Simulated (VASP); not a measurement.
# BP (F-43m) in VASP: further runs, part 2 of 2

VASP 6.6.1. Earlier steps stand in the parts before.

## (3) Single point, revPBE+D4

This run uses another cell than the first one, of 11.17 Å³/atom, 0.990 times its volume.

INCAR

```
SYSTEM = BP
ALGO = Normal ; EDIFF = 1E-6
ENCUT = 520 ; GGA = RE
ISIF = 2 ; ISMEAR = -1
IVDW = 13 ; LASPH = .TRUE.
LCHARG = .TRUE. ; LELF = .TRUE.
LREAL = .FALSE. ; LVHAR = .TRUE.
LWAVE = .FALSE. ; NBANDS = 11
NELM = 80 ; PREC = Accurate
SIGMA = 0.05
```

KPOINTS

```
k-points
0
G
  10 10 10
  0 0 0
```

POSCAR

```
BP
1.0
    0.0000000000      2.2350674259      2.2350674259
    2.2350674259      0.0000000000      2.2350674259
    2.2350674259      2.2350674259      0.0000000000
P B
1 1
Direct
    0.7500000000      0.7500000000      0.7500000000
    0.0000000000      0.0000000000      0.0000000000
```

Potentials or basis: VASP PAW PBE potentials, release 64 (P, B).

Command:

```
cat potpaw_PBE.64/P/POTCAR potpaw_PBE.64/B/POTCAR > POTCAR
mpirun -np 1 vasp_std > vasp.out
```

OUTCAR:

```text
SYSTEM = BP
   EDIFF = 1E-6
   ENCUT = 520
   GGA = RE
   ISIF = 2
   ISMEAR = -1
   IVDW = 13
   LASPH = .TRUE.
   LREAL = .FALSE.
   NELM = 80
   PREC = Accurate

 ion  position               nearest neighbor table
   1  0.750  0.750  0.750-   2 1.94   2 1.94   2 1.94   2 1.94
   2  0.000  0.000  0.000-   1 1.94   1 1.94   1 1.94   1 1.94

  LATTYP: Found a face centered cubic cell.
 ALAT       =     4.4701348518

  Lattice vectors:

 A1 = (   0.0000000000,   2.2350674259,   2.2350674259)
 A2 = (   2.2350674259,   0.0000000000,   2.2350674259)
 A3 = (   2.2350674259,   2.2350674259,   0.0000000000)

Analysis of symmetry for initial positions (statically):
=====================================================================
 Subroutine PRICEL returns:
 Original cell was already a primitive cell.

 Routine SETGRP: Setting up the symmetry group for a
 face centered cubic supercell.

 Subroutine GETGRP returns: Found 24 space group operations
 (whereof 24 operations were pure point group operations)
 out of a pool of 48 trial point group operations.

The static configuration has the point symmetry T_d .

Analysis of symmetry for dynamics (positions and initial velocities):
=====================================================================
 Subroutine PRICEL returns:
 Original cell was already a primitive cell.

 Routine SETGRP: Setting up the symmetry group for a
 face centered cubic supercell.

 Subroutine GETGRP returns: Found 24 space group operations
 (whereof 24 operations were pure point group operations)
 out of a pool of 48 trial point group operations.

The dynamic configuration has the point symmetry T_d .

 Subroutine INISYM returns: Found 24 space group operations
 (whereof 24 operations are pure point group operations),
 and found     1 'primitive' translations

----------------------------------------------------------------------------------------

                                     Primitive cell

  volume of cell :      22.3307

  direct lattice vectors                    reciprocal lattice vectors
     0.000000000  2.235067426  2.235067426    -0.223706898  0.223706898  0.223706898
     2.235067426  0.000000000  2.235067426     0.223706898 -0.223706898  0.223706898
     2.235067426  2.235067426  0.000000000     0.223706898  0.223706898 -0.223706898

  length of vectors
     3.160862667  3.160862667  3.160862667     0.387471713  0.387471713  0.387471713

  position of ions in fractional coordinates (direct lattice)
     0.750000000  0.750000000  0.750000000
     0.000000000  0.000000000  0.000000000

  ion indices of the primitive-cell ions
   primitive index   ion index
                 1           1
                 2           2

----------------------------------------------------------------------------------------

 KPOINTS: k-points

Automatic generation of k-mesh.
 Grid dimensions read from file:
 generate k-points for:   10   10   10

 Generating k-lattice:

  Cartesian coordinates                     Fractional coordinates (reciprocal lattice)
    -0.022370690  0.022370690  0.022370690     0.100000000  0.000000000  0.000000000
     0.022370690 -0.022370690  0.022370690     0.000000000  0.100000000  0.000000000
     0.022370690  0.022370690 -0.022370690     0.000000000  0.000000000  0.100000000

  Length of vectors
     0.038747171  0.038747171  0.038747171

  Shift w.r.t. Gamma in fractional coordinates (k-lattice)
     0.000000000  0.000000000  0.000000000

 Subroutine IBZKPT returns following result:
 ===========================================

 Found     47 irreducible k-points:

 Following reciprocal coordinates:
            Coordinates               Weight
  0.000000  0.000000  0.000000      1.000000
  0.100000  0.000000  0.000000      8.000000
  0.200000  0.000000  0.000000      8.000000
  0.300000  0.000000  0.000000      8.000000
  0.400000  0.000000  0.000000      8.000000
  0.500000  0.000000  0.000000      4.000000
[... 16 lines left out ...]
  0.300000  0.300000  0.000000      6.000000
  0.400000  0.300000  0.000000     24.000000
 [... further k-points ...]
   k-points           NKPTS =     47   k-points in BZ     NKDIM =     47   number of bands    NBANDS=     11
   number of dos      NEDOS =    301   number of ions     NIONS =      2
   total plane-waves  NPLWV =  13824
   dimension x,y,z NGX =    24 NGY =   24 NGZ =   24
   dimension x,y,z NGXF=    48 NGYF=   48 NGZF=   48
   ions per type =               1   1
   NGX,Y,Z   is equivalent  to a cutoff of  12.62, 12.62, 12.62 a.u.
   NGXF,Y,Z  is equivalent  to a cutoff of  25.25, 25.25, 25.25 a.u.
 SYSTEM =  BP
   PREC   = accura    normal or accurate (medium, high low for compatibility)
   ISTART =      0    job   : 0-new  1-cont  2-samecut
   ICHARG =      2    charge: 1-file 2-atom 10-const
   ISPIN  =      1    spin polarized calculation?
   LNONCOLLINEAR =      F non collinear calculations
   LSORBIT =      F    spin-orbit coupling
   LASPH  =      T    aspherical Exc in radial PAW
   ENCUT  =  520.0 eV  38.22 Ry    6.18 a.u.   5.88  5.88  5.88*2*pi/ulx,y,z
   NELM   =     80;   NELMIN=  2; NELMDL= -5     # of ELM steps
   EDIFF  = 0.1E-05   stopping-criterion for ELM
   LREAL  =      F    real-space projection
   EDIFFG = 0.1E-04   stopping-criterion for IOM
   NSW    =      0    number of steps for IOM
   IBRION =     -1    ionic relax: 0-MD 1-quasi-New 2-CG
   NFREE  =      0    steps in history (QN), initial steepest desc. (CG)
   ISIF   =      2    stress and relaxation
   ISYM   =      2    0-nonsym 1-usesym 2-fastsym
   POTIM  = 0.5000    time-step for ionic-motion
   TEBEG  =    0.0;   TEEND  =   0.0 temperature during run
   PSTRESS=    0.0 pullay stress
   NELECT =       8.0000    total number of electrons
   NUPDOWN=      -1.0000    fix difference up-down
   EMIN   =  10.00;   EMAX   =-10.00  energy-range for DOS
[... 5 lines left out ...]
     AMIX     =   0.40;   BMIX     =  1.00
     AMIX_MAG =   1.60;   BMIX_MAG =  1.00
  volume/ion in A,a.u.               =      11.17        75.35
  Fermi-wavevector in a.u.,A,eV,Ry     =   1.162709  2.197201 18.393596  1.351891
  Thomas-Fermi vector in A             =   2.299267
   LORBIT       =      0    0 simple, 1 ext, 2 COOP (PROOUT), +10 PAW based schemes
   GGA     = RE    functional components
   LHFCALC =     F    Hartree Fock is set to
   AEXX    =    0.0000 exact exchange contribution
   IVDW    =    13    specifies the selected vdW correction
   LEPSILON=     F    determine dielectric tensor
   LRPA    =     F    only Hartree local field effects (RPA)
 non-spin polarized calculation
  energy-cutoff  :      520.00
  volume of cell :       22.33
 maximum number of plane-waves:       620
   NGX = 11   NGY = 11   NGZ = 11

 number of electron       8.0000001 magnetization

 Free energy of the ion-electron system (eV)
  ---------------------------------------------------
  ext. energy  EPLUGINS =         0.00000000
  ---------------------------------------------------
  free energy    TOTEN  =       -12.33768240 eV

  energy without entropy =      -12.33768231  energy(sigma->0) =      -12.33768236

 E-fermi :   8.6119     XC(G=0): -11.0563

 val. band max:        8.0439390125   @ k =   0.0000   0.0000   0.0000
 cond. band min:       9.2212801548   @ k =   0.4000   0.4000   0.0000
 fundamental gap:      1.1773411422
 Fermi energy:         8.6119427953

 k-point     1 :       0.0000    0.0000    0.0000
  band No.  band energies     occupation
      1      -7.8422      2.00000
      2       8.0439      1.99998
      3       8.0439      1.99998
      4       8.0439      1.99998
      5      11.5082      0.00000
      6      11.5082      0.00000
      7      11.5082      0.00000
      8      16.1450      0.00000
      9      19.9685      0.00000
     10      20.2337      0.00000
     11      20.2337      0.00000
[... 309 lines left out ...]
 k-point    24 :       0.4000    0.3000    0.0000
  band No.  band energies     occupation
      1      -4.7793      2.00000
      2       1.7678      2.00000
      3       3.8218      2.00000
      4       4.3819      2.00000
      5       9.8221      0.00000
      6      11.6628      0.00000
      7      17.8295      0.00000
      8      17.8753      0.00000
      9      22.6531      0.00000
     10      23.5059      0.00000
     11      25.8403      0.00000

 [... further k-points ...]

------------------------ aborting loop because EDIFF is reached ----------------------------------------

  DFT-D4 for vdW energy calculation

  Edisp (eV):   -1.49675

  FORCE on cell =-STRESS in cart. coord.  units (eV):
  Direction    XX          YY          ZZ          XY          YZ          ZX
  --------------------------------------------------------------------------------------
  -------------------------------------------------------------------------------------
  Total      -0.07256    -0.07256    -0.07256     0.00000    -0.00000    -0.00000
  in kB      -5.20609    -5.20609    -5.20609     0.00000    -0.00000    -0.00000
  external pressure =       -5.21 kB  Pullay stress =        0.00 kB

 VOLUME and BASIS-vectors are now :
 -----------------------------------------------------------------------------
  energy-cutoff  :      520.00
  volume of cell :       22.33
      direct lattice vectors                 reciprocal lattice vectors
     0.000000000  2.235067426  2.235067426    -0.223706898  0.223706898  0.223706898
     2.235067426  0.000000000  2.235067426     0.223706898 -0.223706898  0.223706898
     2.235067426  2.235067426  0.000000000     0.223706898  0.223706898 -0.223706898

 POSITION                                       TOTAL-FORCE (eV/Angst)
 -----------------------------------------------------------------------------------
      3.35260      3.35260      3.35260         0.000000     -0.000000     -0.000000
      0.00000      0.00000      0.00000        -0.000000      0.000000      0.000000
 -----------------------------------------------------------------------------------
    total drift:                               -0.000000     -0.000000     -0.000000

  FREE ENERGIE OF THE ION-ELECTRON SYSTEM (eV)
  ---------------------------------------------------
  free  energy   TOTEN  =       -13.8344303139 eV

  energy  without entropy=      -13.8344302206  energy(sigma->0) =      -13.83443027
```

OSZICAR:

```text
N       E                     dE             d eps       ncg     rms          rms(c)
DAV:   1     0.945992604019E+01    0.94599E+01   -0.41395E+03  1034   0.664E+02
DAV:   2    -0.125031020066E+02   -0.21963E+02   -0.21039E+02  1398   0.111E+02
DAV:   3    -0.130893221687E+02   -0.58622E+00   -0.58487E+00  1320   0.157E+01
DAV:   4    -0.130914532911E+02   -0.21311E-02   -0.21309E-02  1185   0.109E+00
DAV:   5    -0.130914637082E+02   -0.10417E-04   -0.10418E-04  1275   0.769E-02    0.830E+00
DAV:   6    -0.124416668232E+02    0.64980E+00   -0.13807E+00  1172   0.518E+00    0.454E+00
DAV:   7    -0.123426853196E+02    0.98982E-01   -0.28651E-01  1286   0.264E+00    0.144E+00
DAV:   8    -0.123368765026E+02    0.58088E-02   -0.26627E-02  1213   0.989E-01    0.181E-01
DAV:   9    -0.123373965337E+02   -0.52003E-03   -0.79174E-04  1205   0.190E-01    0.100E-01
DAV:  10    -0.123376644183E+02   -0.26788E-03   -0.32010E-04  1178   0.116E-01    0.252E-02
DAV:  11    -0.123376807466E+02   -0.16328E-04   -0.19563E-05  1304   0.306E-02    0.299E-02
DAV:  12    -0.123376825672E+02   -0.18206E-05   -0.42196E-06  1145   0.121E-02    0.136E-02
DAV:  13    -0.123376824037E+02    0.16351E-06   -0.89002E-08   670   0.202E-03
   1 F= -.13834430E+02 E0= -.13834430E+02  d E =-.932597E-07
```

stdout:

```text
POSCAR found type information on POSCAR P B
 POSCAR found :  2 types and       2 ions
 scaLAPACK will be used
 -----------------------------------------------------------------------------
|                                                                             |
|                                                                             |
|     You enforced a specific xc type in the INCAR file but a different       |
|     I HOPE YOU KNOW WHAT YOU ARE DOING!                                     |
|                                                                             |
 -----------------------------------------------------------------------------

 LDA part: xc-table for (Slater+PW92), standard interpolation
 POSCAR, INCAR and KPOINTS ok, starting setup
 FFT: planning ... GRIDC
 FFT: planning ... GRID_SOFT
 FFT: planning ... GRID
 WAVECAR not read
 entering main loop
```

Wall time 7.5 s (1 thread of AMD EPYC 9R45 (Zen 5), shared host); peak memory 0.11 GiB.

Results:

```yaml
Free_energy: -13.8344 eV
Pressure: -0.5 GPa
Band_gap_on_the_k_mesh: 1.18 eV, indirect (least direct gap 3.46 eV)
Dispersion_energy_per_atom: -0.748 eV
```

Caveat: the PAW data sets were made with another functional, which shifts forces and pressure a little. A k mesh can miss the band edges.

## (4) Single point, PBEsol

This run uses another cell than the first one, of 11.54 Å³/atom, 1.024 times its volume.

INCAR

```
SYSTEM = BP
PREC = Accurate ; ENCUT = 520
EDIFF = 1E-7 ; ISMEAR = -1
SIGMA = 0.05 ; LREAL = .False.
LASPH = .True. ; NELM = 100
ALGO = Normal ; ISIF = 2
LWAVE = .False. ; LCHARG = .True.
GGA = PS ; LELF = .True.
LVHAR = .True. ; NBANDS = 11
```

KPOINTS

```
regular mesh
0
Gamma
  10 10 10
  0 0 0
```

POSCAR

```
BP
1.0
    0.0000000000      2.2600864295      2.2600864295
    2.2600864295      0.0000000000      2.2600864295
    2.2600864295      2.2600864295      0.0000000000
P B
1 1
Direct
    0.7500000000      0.7500000000      0.7500000000
    0.0000000000      0.0000000000      0.0000000000
```

Command:

```
cat potpaw_PBE.64/P/POTCAR potpaw_PBE.64/B/POTCAR > POTCAR
mpirun -np 1 vasp_std > vasp.out
```

It took 7.6 s on 1 thread of AMD EPYC 9R45 (Zen 5), shared host; peak memory 0.11 GiB.

The run converged. Its results:

```
Free energy            : -13.6736 eV
Pressure               : 0.1 GPa
Band gap on the k mesh : 1.12 eV, indirect (least direct gap 3.37 eV)
```

Levels at points of the mesh, in eV from the valence-band top:
```csv
k point,band 1,band 2,band 3,band 4,band 5,band 6,band 7,band 8
"(0.00, 0.00, 0.00)",-15.60,0.00,0.00,0.00,3.37,3.37,3.37,7.52
"(0.50, 0.00, 0.00)",-12.21,-9.18,-1.78,-1.78,3.80,4.66,4.66,9.97
"(0.50, 0.50, 0.00)",-10.67,-8.66,-4.19,-4.19,1.20,1.51,12.21,12.21
```

Caveat: the PAW data sets were made with another functional, which shifts forces and pressure a little. PBEsol gaps usually lie below the measured ones, often by a third to a half.

## (5) Single point, RPBE

This run uses another cell than the first one, of 11.97 Å³/atom, 1.061 times its volume.

INCAR

```
ALGO = Normal
EDIFF = 1E-7
ENCUT = 520
GGA = RP
ISIF = 2
ISMEAR = -1
LASPH = True
LCHARG = False
LREAL = False
LWAVE = False
NBANDS = 11
NELM = 100
PREC = Accurate
SIGMA = 0.05
```

KPOINTS

```
k-points
0
Gamma
  10 10 10
```

POSCAR

```
BP
1.0
    0.0000000000      2.2873595822      2.2873595822
    2.2873595822      0.0000000000      2.2873595822
    2.2873595822      2.2873595822      0.0000000000
P B
1 1
Direct
    0.7500000000      0.7500000000      0.7500000000
    0.0000000000      0.0000000000      0.0000000000
```

Command:

```
cat potpaw_PBE.64/P/POTCAR potpaw_PBE.64/B/POTCAR > POTCAR
mpirun -np 1 vasp_std > vasp.out
```

Run time: 7.4 s. Hardware: 1 thread of AMD EPYC 9R45 (Zen 5), shared host; peak memory 0.11 GiB.

Results (log left out):

| Item | Value |
| --- | --- |
| Free energy | -12.2749 eV |
| Pressure | -0.4 GPa |
| Band gap on the k mesh | 1.29 eV, indirect (least direct gap 3.36 eV) |

Levels at points of the mesh, in eV from the valence-band top:
```
           k point  band 1  band 2  band 3  band 4  band 5  band 6  band 7  band 8
(0.00, 0.00, 0.00)  -15.26    0.00    0.00    0.00    3.36    3.36    3.36    7.05
(0.50, 0.00, 0.00)  -12.03   -8.87   -1.73   -1.73    3.65    4.69    4.69   10.14
(0.50, 0.50, 0.00)  -10.52   -8.50   -4.03   -4.03    1.38    1.73   11.94   11.94
```

Caveat: the PAW data sets were made with another functional, which shifts forces and pressure a little.

## (6) Overview

```tsv
level	cell	gap on the mesh (eV)	pressure (GPa)
revPBE+D3(BJ)	a = 3.171 Å, angles 60.0°, 2 atoms	1.19	-0.5
revPBE+D4	a = 3.161 Å, angles 60.0°, 2 atoms	1.18	-0.5
PBEsol	a = 3.196 Å, angles 60.0°, 2 atoms	1.12	0.1
RPBE	a = 3.235 Å, angles 60.0°, 2 atoms	1.29	-0.4
```

Alike in all rows: task single point; potentials or basis VASP PAW PBE potentials, release 64 (P, B); no spin polarisation; k mesh 10 × 10 × 10; cutoff (eV) 520; smearing fermi-dirac 0.05 eV.

Caveats: the PAW data sets were made with another functional, which shifts forces and pressure a little.

Absolute energies hang on the potentials; compare differences alone.
